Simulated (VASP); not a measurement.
BeTe:

```
Be Te
1.0
     4.03085    0.00000    0.00000
    -2.01543    3.49082    0.00000
     0.00000    0.00000    8.14404
Be Te
2 2
Direct
  0.33333 0.66667 0.25000
  0.66667 0.33333 0.75000
  0.66667 0.33333 0.25000
  0.33333 0.66667 0.75000
```

Base run:

| Quantity | Value |
| --- | --- |
| Program | VASP 6.6.1 |
| Functional | r2SCAN |
| Potentials or basis | VASP PAW PBE potentials, release 64 (Be, Te) |
| Cutoff | 520 eV |
| k mesh | 6 × 6 × 2 |
| Occupations | gaussian, width 0.01 eV |
| Spin | no spin polarisation |

Its results: band gap on the k mesh 3.23 eV, indirect (least direct gap 3.33 eV); pressure 0.0 GPa.

Question: The run is repeated on the same cell with these changes: functional from r2SCAN to LDA; potentials or basis from VASP PAW PBE potentials, release 64 (Be, Te) to VASP PAW LDA potentials, release 64 (Be, Te). What comes out?

Answer: Band gap on the k mesh 2.64 eV, indirect (least direct gap 2.80 eV); pressure -2.0 GPa.

Caveats: spin-orbit coupling is left out, which moves the levels of the heavy elements; the PAW data sets were made with another functional, which shifts forces and pressure a little (some runs).

A k mesh can miss the band edges.
